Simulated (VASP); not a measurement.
Write the native input for VASP 6.6.1 that does the following.

| Property | Result |
| --- | --- |
| Task | single point |
| Functional | PBE |
| Potentials or basis | VASP PAW PBE potentials, release 64 (Mg, S) |
| Cutoff | 520 eV |
| k mesh | 4 × 4 × 4 |
| Occupations | gaussian, width 0.01 eV |
| Spin | no spin polarisation |
| Dipole correction | no |
| Further INCAR settings | ALGO = Normal; EDIFF = 1e-06; NBANDS = 11 |

The structure of MgS lies in POSCAR:

```
MgS
1.0
    0.0000000000      2.9441119149      2.6568738787
    2.9441119149      0.0000000000      2.6568738787
    2.9441119149      2.9441119149      0.0000000000
Mg S
1 1
Direct
    0.0000000000      0.0000000000      0.0000000000
    0.2500000000      0.2500000000      0.2500000000
```

This cell differs from its parent crystal: epitaxial xy strain +4.0%.

The input as run:

INCAR

```
SYSTEM = MgS
PREC = Accurate ; ENCUT = 520
EDIFF = 1E-6 ; ISMEAR = 0
SIGMA = 0.01 ; LREAL = .FALSE.
LASPH = .TRUE. ; NELM = 100
ALGO = Normal ; ISIF = 2
LWAVE = .FALSE. ; LCHARG = .TRUE.
GGA = PE ; LELF = .TRUE.
LVHAR = .TRUE. ; NBANDS = 11
```

KPOINTS

```
regular mesh
0
G
  4 4 4
  0 0 0
```

Potentials or basis: VASP PAW PBE potentials, release 64 (Mg, S).

The run is started by

```bash
$ cat potpaw_PBE.64/Mg/POTCAR potpaw_PBE.64/S/POTCAR > POTCAR
$ mpirun -np 1 vasp_std > vasp.out
```

It gave:

```json
{
  "Pressure": "-0.2 GPa",
  "Band gap on the k mesh": "3.19 eV, direct"
}
```

Caveat: the k points lie up to 0.48 Å⁻¹ apart; the cell differs from its parent crystal (epitaxial xy strain +4.0%).

It took 6.5 s on 1 thread of Intel(R) Xeon(R) Platinum 8488C (Sapphire Rapids) (shared host), peak memory 0.17 GiB.
